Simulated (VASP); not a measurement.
Si, 2 atoms in the cell. It takes space group I4_1/amd (No. 141, tetragonal). The conventional cell has a = 3.899 Å, b = 3.899 Å, c = 5.268 Å, α = 90.00°, β = 90.00°, γ = 90.00°. Si (site symmetry -4m2) has 4 Si at 2.35 Å within 3.1 Å.  This cell differs from its parent crystal: z stretched by -3 % at fixed volume.

```yaml
Program: VASP 6.6.1
Task: electric field gradients
Functional: PBE
Potentials_or_basis: VASP PAW PBE potentials, release 64 (Si)
Cutoff: 520 eV
k_mesh: 11 × 11 × 11
Occupations: fermi-dirac, width 0.08 eV
Spin: no spin polarisation
Dipole_correction: no
Further_INCAR_settings: ALGO = Normal; EDIFF = 1e-08; NBANDS = 11
```

Potentials or basis: VASP PAW PBE potentials, release 64 (Si).

The run is started by

```sh
$ cat potpaw_PBE.64/Si/POTCAR > POTCAR
$ mpirun -np 1 vasp_std > vasp.out
```

Hardware: 1 thread of Intel(R) Xeon(R) Platinum 8488C (Sapphire Rapids), on a shared host.

Q: Estimate the wall time of this run.

A: Run time: 32 s on 1 thread of Intel(R) Xeon(R) Platinum 8488C (Sapphire Rapids), on a shared host, peak memory 0.17 GiB. Counts: scf iterations 14, k points 126.
